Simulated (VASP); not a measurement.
# Si3C (P-6m2) in VASP: a series of runs, part 2 of 2

VASP 6.6.1.

### 5 Single point, PBE, collinear spin, ferromagnetic start

This run uses another cell than the first one, of 12.98 Å³/atom, 1.080 times its volume.

Input file INCAR:

```
SYSTEM = Si3C
  PREC = Accurate
  ENCUT = 600
  EDIFF = 1E-6
  ISMEAR = 0
  SIGMA = 0.1
  LREAL = .False.
  LASPH = .True.
  NELM = 200
  ALGO = Normal
  ISIF = 2
  LWAVE = .False.
  LCHARG = .True.
  ISPIN = 2
  MAGMOM = 0 0 0 1
  LORBIT = 11
  GGA = PE
  LELF = .True.
  LVHAR = .True.
  NBANDS = 20
  GGA_COMPAT = .False.
```

Input file KPOINTS:

```
regular mesh
0
Gamma
  6 6 2
  0 0 0
```

Input file POSCAR:

```
Si3C
1.0
    2.7998593948      0.0000000000      0.0000000000
   -1.3999296974      2.4247493629      0.0000000000
    0.0000000000      0.0000000000      7.6451183030
Si C
3 1
Direct
    0.3333333333      0.6666666667      0.6583219216
    0.3333333333      0.6666666667      0.3416780784
    0.6666666667      0.3333333333      0.0000000000
    0.6666666667      0.3333333333      0.5000000000
```

Potentials or basis: VASP PAW PBE potentials, release 64 (Si, C).

Command:

```bash
$ cat potpaw_PBE.64/Si/POTCAR potpaw_PBE.64/C/POTCAR > POTCAR
$ mpirun -np 1 vasp_std > vasp.out
```

OUTCAR:

```text
SYSTEM = Si3C
   PREC = Accurate
   ENCUT = 600
   EDIFF = 1E-6
   ISMEAR = 0
   LREAL = .False.
   LASPH = .True.
   NELM = 200
   ISIF = 2
   ISPIN = 2
   LORBIT = 11
   GGA = PE

 ion  position               nearest neighbor table
   1  0.333  0.667  0.658-   4 2.02   4 2.02   4 2.02   2 2.42   3 3.07   3 3.07   3 3.07
   2  0.333  0.667  0.342-   4 2.02   4 2.02   4 2.02   1 2.42   3 3.07   3 3.07   3 3.07
   3  0.667  0.333  0.000-   1 3.07   2 3.07   1 3.07   2 3.07   1 3.07   2 3.07
   4  0.667  0.333  0.500-   1 2.02   2 2.02   1 2.02   2 2.02   1 2.02   2 2.02

  LATTYP: Found a hexagonal cell.
 ALAT       =     2.7998593948
 C/A-ratio  =     2.7305365109

  Lattice vectors:

 A1 = (   2.7998593948,   0.0000000000,   0.0000000000)
 A2 = (  -1.3999296974,   2.4247493629,   0.0000000000)
 A3 = (   0.0000000000,   0.0000000000,   7.6451183030)

Analysis of symmetry for initial positions (statically):
=====================================================================
 Subroutine PRICEL returns:
 Original cell was already a primitive cell.

 Routine SETGRP: Setting up the symmetry group for a
 hexagonal supercell.

 Subroutine GETGRP returns: Found 12 space group operations
 (whereof 12 operations were pure point group operations)
 out of a pool of 24 trial point group operations.

The static configuration has the point symmetry D_3h.

Analysis of symmetry for dynamics (positions and initial velocities):
=====================================================================
 Subroutine PRICEL returns:
 Original cell was already a primitive cell.

 Routine SETGRP: Setting up the symmetry group for a
 hexagonal supercell.

 Subroutine GETGRP returns: Found 12 space group operations
 (whereof 12 operations were pure point group operations)
 out of a pool of 24 trial point group operations.

The dynamic configuration has the point symmetry D_3h.

Analysis of structural, dynamic, and magnetic symmetry:
=====================================================================
 Subroutine PRICEL returns:
 Original cell was already a primitive cell.

 Routine SETGRP: Setting up the symmetry group for a
 hexagonal supercell.

 Subroutine GETGRP returns: Found 12 space group operations
 (whereof 12 operations were pure point group operations)
 out of a pool of 24 trial point group operations.

The overall configuration has the point symmetry D_3h.

 Subroutine INISYM returns: Found 12 space group operations
 (whereof 12 operations are pure point group operations),
 and found     1 'primitive' translations

----------------------------------------------------------------------------------------

                                     Primitive cell

  volume of cell :      51.9024

  direct lattice vectors                    reciprocal lattice vectors
     2.799859395  0.000000000  0.000000000     0.357160792  0.206206880  0.000000000
    -1.399929697  2.424749363  0.000000000     0.000000000  0.412413759  0.000000000
     0.000000000  0.000000000  7.645118303     0.000000000  0.000000000  0.130802423

  length of vectors
     2.799859395  2.799859395  7.645118303     0.412413759  0.412413759  0.130802423

  position of ions in fractional coordinates (direct lattice)
     0.333333333  0.666666667  0.658321922
     0.333333333  0.666666667  0.341678078
     0.666666667  0.333333333  0.000000000
     0.666666667  0.333333333  0.500000000

[... 70 lines left out ...]
   NSW    =      0    number of steps for IOM
   IBRION =     -1    ionic relax: 0-MD 1-quasi-New 2-CG
   NFREE  =      0    steps in history (QN), initial steepest desc. (CG)
   ISIF   =      2    stress and relaxation
   ISYM   =      2    0-nonsym 1-usesym 2-fastsym
   POTIM  = 0.5000    time-step for ionic-motion
   TEBEG  =    0.0;   TEEND  =   0.0 temperature during run
   PSTRESS=    0.0 pullay stress
   NELECT =      16.0000    total number of electrons
   NUPDOWN=      -1.0000    fix difference up-down
   EMIN   =  10.00;   EMAX   =-10.00  energy-range for DOS
   EFERMI =   0.00;   METHOD = LEGACY
   ISMEAR =     0;   SIGMA  =   0.10  broadening in eV -4-tet -1-fermi 0-gaus
   EFERMI_NEDOS =   21; number of points for ismear=-14 and -15
   IALGO  =     38    algorithm
   IMIX   =      4    mixing-type and parameters
     AMIX     =   0.40;   BMIX     =  1.00
     AMIX_MAG =   1.60;   BMIX_MAG =  1.00
  volume/ion in A,a.u.               =      12.98        87.56
  Fermi-wavevector in a.u.,A,eV,Ry     =   1.105908  2.089863 16.640372  1.223033
  Thomas-Fermi vector in A             =   2.242402
   LORBIT       =     11    0 simple, 1 ext, 2 COOP (PROOUT), +10 PAW based schemes
   GGA     = PE    functional components
   LHFCALC =     F    Hartree Fock is set to
   AEXX    =    0.0000 exact exchange contribution
   IVDW    =     0    specifies the selected vdW correction
   LEPSILON=     F    determine dielectric tensor
   LRPA    =     F    only Hartree local field effects (RPA)
 spin polarized calculation
 Gauss-broadening in eV      SIGMA  =   0.10
  energy-cutoff  :      600.00
  volume of cell :       51.90
 maximum number of plane-waves:      1770
 NGX is ok and might be reduce to    24
   NGX = 11   NGY = 11   NGZ = 31

 number of electron      16.0000000 magnetization      -0.0029691

 number of electron      16.0000000 magnetization       0.0004509

 Free energy of the ion-electron system (eV)
  ---------------------------------------------------
  ext. energy  EPLUGINS =         0.00000000
  ---------------------------------------------------
  free energy    TOTEN  =       -22.36633461 eV

  energy without entropy =      -22.36095393  energy(sigma->0) =      -22.36364427

 E-fermi :   9.0734     XC(G=0): -11.1163

 val. band max:        9.0683909565   @ k =   0.3333  -0.0000   0.5000
 cond. band min:       9.3451029311   @ k =   0.5000  -0.0000   0.0000
 fundamental gap:      0.2767119746
 Fermi energy:         9.0733741726

 spin component 1

 k-point     1 :       0.0000    0.0000    0.0000
  band No.  band energies     occupation
      1      -7.9188      1.00000
      2      -2.5639      1.00000
      3      -2.4194      1.00000
      4       4.2120      1.00000
      5       4.5402      1.00000
      6       8.8594      0.99876
[... 298 lines left out ...]
      6       5.5605      1.00000
[... 12 lines left out ...]
     19      20.0714      0.00000
     20      22.9418      0.00000
 Fermi energy:         9.0733741726

 spin component 2

 k-point     1 :       0.0000    0.0000    0.0000
  band No.  band energies     occupation
      1      -7.9186      1.00000
      2      -2.5637      1.00000
      3      -2.4194      1.00000
      4       4.2122      1.00000
      5       4.5402      1.00000
      6       8.8595      0.99875
[... 311 lines left out ...]
     19      20.0717      0.00000
     20      22.9422      0.00000

------------------------ aborting loop because EDIFF is reached ----------------------------------------

  FORCE on cell =-STRESS in cart. coord.  units (eV):
  Direction    XX          YY          ZZ          XY          YZ          ZX
  --------------------------------------------------------------------------------------
  -------------------------------------------------------------------------------------
  Total        0.0149383      0.0149383     -0.1538577      0.0000000     -0.0000000      0.0000000
  in kB        0.4611315      0.4611315     -4.7494423      0.0000000     -0.0000000      0.0000000
  external PRESSURE =      -1.2757265 kB  Pullay stress =       0.0000000 kB

 VOLUME and BASIS-vectors are now :
 -----------------------------------------------------------------------------
  energy-cutoff  :      600.00
  volume of cell :       51.90
      direct lattice vectors                 reciprocal lattice vectors
     2.799859395  0.000000000  0.000000000     0.357160792  0.206206880  0.000000000
    -1.399929697  2.424749363  0.000000000     0.000000000  0.412413759  0.000000000
     0.000000000  0.000000000  7.645118303     0.000000000  0.000000000  0.130802423

 POSITION                                       TOTAL-FORCE (eV/Angst)
 -----------------------------------------------------------------------------------
     -0.00000      1.61650      5.03295         0.000000     -0.000000     -0.059579
     -0.00000      1.61650      2.61217         0.000000      0.000000      0.059579
      1.39993      0.80825      0.00000         0.000000      0.000000      0.000000
      1.39993      0.80825      3.82256        -0.000000      0.000000      0.000000
 -----------------------------------------------------------------------------------
    total drift:                               -0.000000      0.000000      0.000000

  FREE ENERGIE OF THE ION-ELECTRON SYSTEM (eV)
  ---------------------------------------------------
  free  energy   TOTEN  =       -22.3663346104 eV

  energy  without entropy=      -22.3609539310  energy(sigma->0) =      -22.36364427

 total charge

# of ion       s       p       d       tot
------------------------------------------
    1        0.785   0.775   0.000   1.560
    2        0.785   0.775   0.000   1.560
    3        0.867   0.622   0.000   1.489
    4        0.851   1.636   0.000   2.487
--------------------------------------------------
tot          3.288   3.809   0.000   7.097

 magnetization (x)

# of ion       s       p       d       tot
------------------------------------------
    1        0.000   0.000   0.000   0.000
    2        0.000   0.000   0.000   0.000
    3       -0.000  -0.000   0.000  -0.000
    4       -0.000  -0.000   0.000  -0.000
--------------------------------------------------
tot         -0.000  -0.000   0.000  -0.000
```

Wall time 37 s (1 thread of Intel Xeon 6975P-C, shared host); peak memory 0.21 GiB.

Results:

```
Free energy                                           : -22.3663 eV
Pressure                                              : -0.1 GPa
Largest force                                         : 0.060 eV/Å
Band gap on the k mesh                                : zero (filled and empty bands overlap)
Net moment                                            : 0.00 μB per cell
Valence electrons inside the program's atomic spheres : Si 1.56, 1.49; C 2.49
```

Forces in eV/Å, atoms in the order of the input:
```
Si   0.000  0.000 -0.060
Si   0.000  0.000  0.060
Si   0.000  0.000  0.000
C    0.000  0.000  0.000
```

Stress tensor (GPa, compression positive):
```
 0.05  0.00  0.00
 0.00  0.05  0.00
 0.00  0.00 -0.47
```

Levels at points of the mesh, in eV from the Fermi level:
Spin up:
| k point | band 4 | band 5 | band 6 | band 7 | band 8 | band 9 | band 10 | band 11 | band 12 | band 13 |
| --- | --- | --- | --- | --- | --- | --- | --- | --- | --- | --- |
| (0.00, 0.00, 0.00) | -4.86 | -4.53 | -0.21 | -0.21 | 3.99 | 6.72 | 7.84 | 7.84 | 7.84 | 9.26 |
| (0.50, 0.00, 0.00) | -5.88 | -5.08 | -4.60 | -2.68 | -0.11 | 0.27 | 0.84 | 3.34 | 3.95 | 4.96 |
| (0.00, 0.00, 0.50) | -7.62 | -0.62 | -0.21 | -0.21 | 0.76 | 6.73 | 7.87 | 7.87 | 8.87 | 8.87 |
| (0.50, 0.00, 0.50) | -5.81 | -4.92 | -2.81 | -2.67 | -2.44 | -1.36 | 3.18 | 3.47 | 4.43 | 5.71 |
Spin down:
```csv
k point,band 5,band 6,band 7,band 8,band 9,band 10,band 11,band 12
"(0.00, 0.00, 0.00)",-4.53,-0.21,-0.21,3.99,6.72,7.84,7.84,7.84
"(0.50, 0.00, 0.00)",-5.08,-4.60,-2.68,-0.11,0.27,0.84,3.34,3.95
"(0.00, 0.00, 0.50)",-0.62,-0.21,-0.21,0.76,6.73,7.88,7.88,8.87
"(0.50, 0.00, 0.50)",-4.92,-2.81,-2.67,-2.44,-1.36,3.18,3.47,4.43
```

Caveat: the k points lie up to 0.43 Å⁻¹ apart.

### 6 Overview

| task | spin | cell | k mesh | cutoff (eV) | gap on the mesh (eV) | pressure (GPa) | relaxed volume (Å³/atom) | largest force (eV/Å) |
| --- | --- | --- | --- | --- | --- | --- | --- | --- |
| single point | off | a = 2.887, b = 2.887, c = 6.655 Å, angles 90.0, 90.0, 120.0°, 4 atoms | 18 × 18 × 6 | 520 | none | 0.0 | - | 0.01 |
| relaxation of cell and atoms | off | relaxed from a = 2.800, b = 2.800, c = 7.645 Å, angles 90.0, 90.0, 120.0°, 4 atoms | 18 × 18 × 6 | 600 | none | 0.0 | 12.01 | - |
| relaxation of cell and atoms | off | relaxed from a = 2.887, b = 2.887, c = 6.655 Å, angles 90.0, 90.0, 120.0°, 4 atoms | 18 × 18 × 8 | 600 | none | 0.0 | 11.96 | - |
| single point | collinear, ferromagnetic start | a = 2.800, b = 2.800, c = 7.645 Å, angles 90.0, 90.0, 120.0°, 4 atoms | 6 × 6 × 2 | 600 | none | -0.1 | - | 0.06 |

Alike in all rows: level PBE; potentials or basis VASP PAW PBE potentials, release 64 (Si, C); smearing gaussian 0.1 eV.

Caveats: some runs use coarse meshes.

Absolute energies hang on the potentials; compare differences alone.
